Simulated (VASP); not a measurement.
# SnTe (F-43m) in VASP: further runs

Aim: see how the results for SnTe move with the level of theory and the settings. Levels: PBEsol, LDA. Tasks: single point.

Everything below comes from runs of VASP 6.6.1. Logs are shortened: lines on timing, memory, paths and dates and some standing lists are left out, and cuts for length are marked.

**1. The cell of the first run**

Symmetry: F-43m, No. 216, cubic system. The conventional cell has a = 7.075 Å, b = 7.075 Å, c = 7.075 Å, α = 90.00°, β = 90.00°, γ = 90.00°. Te (site symmetry -43m) has 4 Sn at 3.06 Å within 4.0 Å. Within 4.0 Å of Sn (site symmetry -43m) lie 4 Te at 3.06 Å.

**2. Single point, PBEsol (volume scaled by 0.94)**

Input file INCAR:

```
ALGO = Normal
EDIFF = 1E-6
ENCUT = 520
GGA = PS
ISIF = 2
ISMEAR = -1
LASPH = T
LCHARG = F
LREAL = F
LWAVE = F
NBANDS = 17
NELM = 100
PREC = Accurate
SIGMA = 0.05
```

Input file KPOINTS:

```
k-points
0
Gamma
  7 7 7
```

Input file POSCAR:

```
SnTe
1.0
    0.0000000000      3.5374284581      3.5374284581
    3.5374284581      0.0000000000      3.5374284581
    3.5374284581      3.5374284581      0.0000000000
Te Sn
1 1
Direct
    0.2500000000      0.2500000000      0.2500000000
    0.0000000000      0.0000000000      0.0000000000
```

Potentials or basis: VASP PAW PBE potentials, release 64 (Te, Sn_d).

Launch:

```console
cat potpaw_PBE.64/Te/POTCAR potpaw_PBE.64/Sn_d/POTCAR > POTCAR
mpirun -np 1 vasp_std > vasp.out
```

OUTCAR:

```text
EDIFF = 1E-6
   ENCUT = 520
   GGA = PS
   ISIF = 2
   ISMEAR = -1
   LASPH = T
   LREAL = F
   NELM = 100
   PREC = Accurate

 ion  position               nearest neighbor table
   1  0.250  0.250  0.250-   2 3.06   2 3.06   2 3.06   2 3.06
   2  0.000  0.000  0.000-   1 3.06   1 3.06   1 3.06   1 3.06

  LATTYP: Found a face centered cubic cell.
 ALAT       =     7.0748569162

  Lattice vectors:

 A1 = (   0.0000000000,   3.5374284581,   3.5374284581)
 A2 = (   3.5374284581,   0.0000000000,   3.5374284581)
 A3 = (   3.5374284581,   3.5374284581,   0.0000000000)

Analysis of symmetry for initial positions (statically):
=====================================================================
 Subroutine PRICEL returns:
 Original cell was already a primitive cell.

 Routine SETGRP: Setting up the symmetry group for a
 face centered cubic supercell.

 Subroutine GETGRP returns: Found 24 space group operations
 (whereof 24 operations were pure point group operations)
 out of a pool of 48 trial point group operations.

The static configuration has the point symmetry T_d .

Analysis of symmetry for dynamics (positions and initial velocities):
=====================================================================
 Subroutine PRICEL returns:
 Original cell was already a primitive cell.

 Routine SETGRP: Setting up the symmetry group for a
 face centered cubic supercell.

 Subroutine GETGRP returns: Found 24 space group operations
 (whereof 24 operations were pure point group operations)
 out of a pool of 48 trial point group operations.

The dynamic configuration has the point symmetry T_d .

 Subroutine INISYM returns: Found 24 space group operations
 (whereof 24 operations are pure point group operations),
 and found     1 'primitive' translations

----------------------------------------------------------------------------------------

                                     Primitive cell

  volume of cell :      88.5305

  direct lattice vectors                    reciprocal lattice vectors
     0.000000000  3.537428458  3.537428458    -0.141345615  0.141345615  0.141345615
     3.537428458  0.000000000  3.537428458     0.141345615 -0.141345615  0.141345615
     3.537428458  3.537428458  0.000000000     0.141345615  0.141345615 -0.141345615

  length of vectors
     5.002679301  5.002679301  5.002679301     0.244817786  0.244817786  0.244817786

  position of ions in fractional coordinates (direct lattice)
     0.250000000  0.250000000  0.250000000
     0.000000000  0.000000000  0.000000000

  ion indices of the primitive-cell ions
   primitive index   ion index
                 1           1
                 2           2

----------------------------------------------------------------------------------------

 KPOINTS: k-points

Automatic generation of k-mesh.
 Grid dimensions read from file:
 generate k-points for:    7    7    7

 Generating k-lattice:

  Cartesian coordinates                     Fractional coordinates (reciprocal lattice)
    -0.020192231  0.020192231  0.020192231     0.142857143  0.000000000  0.000000000
     0.020192231 -0.020192231  0.020192231     0.000000000  0.142857143  0.000000000
     0.020192231  0.020192231 -0.020192231     0.000000000  0.000000000  0.142857143

  Length of vectors
     0.034973969  0.034973969  0.034973969

  Shift w.r.t. Gamma in fractional coordinates (k-lattice)
     0.000000000  0.000000000  0.000000000

 Subroutine IBZKPT returns following result:
 ===========================================

 Found     20 irreducible k-points:

 Following reciprocal coordinates:
            Coordinates               Weight
  0.000000  0.000000  0.000000      1.000000
  0.142857  0.000000  0.000000      8.000000
  0.285714  0.000000  0.000000      8.000000
  0.428571  0.000000  0.000000      8.000000
  0.142857  0.142857  0.000000      6.000000
  0.285714  0.142857  0.000000     24.000000
[... 12 lines left out ...]
 -0.428571  0.428571  0.142857     24.000000
 -0.285714  0.428571  0.142857     24.000000
   k-points           NKPTS =     20   k-points in BZ     NKDIM =     20   number of bands    NBANDS=     17
   number of dos      NEDOS =    301   number of ions     NIONS =      2
   total plane-waves  NPLWV =  64000
   dimension x,y,z NGX =    40 NGY =   40 NGZ =   40
   dimension x,y,z NGXF=    80 NGYF=   80 NGZF=   80
   ions per type =               1   1
   NGX,Y,Z   is equivalent  to a cutoff of  13.29, 13.29, 13.29 a.u.
   NGXF,Y,Z  is equivalent  to a cutoff of  26.59, 26.59, 26.59 a.u.
 SYSTEM =  unknown system
   PREC   = accura    normal or accurate (medium, high low for compatibility)
   ISTART =      0    job   : 0-new  1-cont  2-samecut
   ICHARG =      2    charge: 1-file 2-atom 10-const
   ISPIN  =      1    spin polarized calculation?
   LNONCOLLINEAR =      F non collinear calculations
   LSORBIT =      F    spin-orbit coupling
   LASPH  =      T    aspherical Exc in radial PAW
   ENCUT  =  520.0 eV  38.22 Ry    6.18 a.u.   9.30  9.30  9.30*2*pi/ulx,y,z
   NELM   =    100;   NELMIN=  2; NELMDL= -5     # of ELM steps
   EDIFF  = 0.1E-05   stopping-criterion for ELM
   LREAL  =      F    real-space projection
   EDIFFG = 0.1E-04   stopping-criterion for IOM
   NSW    =      0    number of steps for IOM
   IBRION =     -1    ionic relax: 0-MD 1-quasi-New 2-CG
   NFREE  =      0    steps in history (QN), initial steepest desc. (CG)
   ISIF   =      2    stress and relaxation
   ISYM   =      2    0-nonsym 1-usesym 2-fastsym
   POTIM  = 0.5000    time-step for ionic-motion
   TEBEG  =    0.0;   TEEND  =   0.0 temperature during run
   PSTRESS=    0.0 pullay stress
   NELECT =      20.0000    total number of electrons
   NUPDOWN=      -1.0000    fix difference up-down
   EMIN   =  10.00;   EMAX   =-10.00  energy-range for DOS
   EFERMI =   0.00;   METHOD = LEGACY
   ISMEAR =    -1;   SIGMA  =   0.05  broadening in eV -4-tet -1-fermi 0-gaus
   EFERMI_NEDOS =   21; number of points for ismear=-14 and -15
   IALGO  =     38    algorithm
   IMIX   =      4    mixing-type and parameters
     AMIX     =   0.40;   BMIX     =  1.00
     AMIX_MAG =   1.60;   BMIX_MAG =  1.00
  volume/ion in A,a.u.               =      44.27       298.72
  Fermi-wavevector in a.u.,A,eV,Ry     =   0.997058  1.884167 13.525892  0.994125
  Thomas-Fermi vector in A             =   2.129189
   LORBIT       =      0    0 simple, 1 ext, 2 COOP (PROOUT), +10 PAW based schemes
   GGA     = PS    functional components
   LHFCALC =     F    Hartree Fock is set to
   AEXX    =    0.0000 exact exchange contribution
   IVDW    =     0    specifies the selected vdW correction
   LEPSILON=     F    determine dielectric tensor
   LRPA    =     F    only Hartree local field effects (RPA)
 non-spin polarized calculation
  energy-cutoff  :      520.00
  volume of cell :       88.53
 maximum number of plane-waves:      2421
 NGX is ok and might be reduce to    40
   NGX = 19   NGY = 19   NGZ = 19

 number of electron      20.0000002 magnetization

 Free energy of the ion-electron system (eV)
  ---------------------------------------------------
  ext. energy  EPLUGINS =         0.00000000
  ---------------------------------------------------
  free energy    TOTEN  =        -7.62585807 eV

  energy without entropy =       -7.62195399  energy(sigma->0) =       -7.62390603

 E-fermi :   3.5453     XC(G=0):  -7.8864

 val. band max:        3.4345734368   @ k =  -0.2857   0.4286   0.1429
 cond. band min:       3.5657255743   @ k =   0.4286   0.4286   0.0000
 fundamental gap:      0.1311521375
 Fermi energy:         3.5452653762

 k-point     1 :       0.0000    0.0000    0.0000
  band No.  band energies     occupation
      1     -18.1218      2.00000
      2     -18.1218      2.00000
      3     -18.1218      2.00000
      4     -18.1083      2.00000
      5     -18.1083      2.00000
      6      -8.2990      2.00000
[... 9 lines left out ...]
     16      10.0037      0.00000
     17      11.1032      0.00000

 k-point     2 :       0.1429    0.0000    0.0000
  band No.  band energies     occupation
      1     -18.1222      2.00000
      2     -18.1214      2.00000
      3     -18.1214      2.00000
      4     -18.1083      2.00000
      5     -18.1083      2.00000
      6      -8.2025      2.00000
[... 9 lines left out ...]
     16       9.5079      0.00000
     17      10.6572      0.00000

 k-point     3 :       0.2857    0.0000    0.0000
  band No.  band energies     occupation
      1     -18.1230      2.00000
      2     -18.1206      2.00000
      3     -18.1206      2.00000
      4     -18.1082      2.00000
      5     -18.1082      2.00000
      6      -7.9564      2.00000
[... 9 lines left out ...]
     16       9.4273      0.00000
     17      10.8358      0.00000

 k-point     4 :       0.4286    0.0000    0.0000
  band No.  band energies     occupation
      1     -18.1236      2.00000
      2     -18.1200      2.00000
      3     -18.1200      2.00000
      4     -18.1081      2.00000
      5     -18.1081      2.00000
      6      -7.7176      2.00000
[... 9 lines left out ...]
     16      10.1765      0.00000
     17      10.3792      0.00000
[... 263 lines left out ...]
      1     -18.1246      2.00000
      2     -18.1196      2.00000
      3     -18.1188      2.00000
      4     -18.1086      2.00000
      5     -18.1079      2.00000
      6      -7.5589      2.00000
[... 9 lines left out ...]
     16      10.9012      0.00000
     17      11.4865      0.00000

 k-point    19 :      -0.4286    0.4286    0.1429
  band No.  band energies     occupation
      1     -18.1257      2.00000
      2     -18.1189      2.00000
      3     -18.1181      2.00000
      4     -18.1090      2.00000
      5     -18.1075      2.00000
      6      -7.4676      2.00000
[... 9 lines left out ...]
     16      11.3823      0.00000
     17      12.0528      0.00000

 k-point    20 :      -0.2857    0.4286    0.1429
  band No.  band energies     occupation
      1     -18.1251      2.00000
      2     -18.1193      2.00000
      3     -18.1181      2.00000
      4     -18.1088      2.00000
      5     -18.1077      2.00000
      6      -7.4401      2.00000
[... 9 lines left out ...]
     16      11.0125      0.00000
     17      12.3339      0.00000

------------------------ aborting loop because EDIFF is reached ----------------------------------------

  FORCE on cell =-STRESS in cart. coord.  units (eV):
  Direction    XX          YY          ZZ          XY          YZ          ZX
  --------------------------------------------------------------------------------------
  -------------------------------------------------------------------------------------
  Total        0.0499583      0.0499583      0.0499583      0.0000000      0.0000000      0.0000000
  in kB        0.9041182      0.9041182      0.9041182      0.0000000      0.0000000      0.0000000
  external PRESSURE =       0.9041182 kB  Pullay stress =       0.0000000 kB

 VOLUME and BASIS-vectors are now :
 -----------------------------------------------------------------------------
  energy-cutoff  :      520.00
  volume of cell :       88.53
      direct lattice vectors                 reciprocal lattice vectors
     0.000000000  3.537428458  3.537428458    -0.141345615  0.141345615  0.141345615
     3.537428458  0.000000000  3.537428458     0.141345615 -0.141345615  0.141345615
     3.537428458  3.537428458  0.000000000     0.141345615  0.141345615 -0.141345615

 POSITION                                       TOTAL-FORCE (eV/Angst)
 -----------------------------------------------------------------------------------
      1.76871      1.76871      1.76871         0.000000      0.000000      0.000000
      0.00000      0.00000      0.00000        -0.000000     -0.000000     -0.000000
 -----------------------------------------------------------------------------------
    total drift:                               -0.000000     -0.000000     -0.000000

  FREE ENERGIE OF THE ION-ELECTRON SYSTEM (eV)
  ---------------------------------------------------
  free  energy   TOTEN  =        -7.6258580677 eV

  energy  without entropy=       -7.6219539880  energy(sigma->0) =       -7.62390603
```

Wall time 32 s (1 thread of Intel Xeon Platinum 8488C (Sapphire Rapids), shared host); peak memory 0.24 GiB.

Results:

```
Free energy            : -7.6259 eV
Pressure               : 0.1 GPa
Band gap on the k mesh : 0.13 eV, indirect (least direct gap 0.72 eV)
```

Levels at points of the mesh, in eV from the valence-band top:
| k point | band 8 | band 9 | band 10 | band 11 | band 12 | band 13 |
| --- | --- | --- | --- | --- | --- | --- |
| (0.00, 0.00, 0.00) | -1.93 | -1.93 | -1.93 | 1.09 | 1.09 | 1.09 |

Caveat: the PAW data sets were made with another functional, which shifts forces and pressure a little; spin-orbit coupling is left out, which moves the levels of the heavy elements.

[end of part 1 of 2]
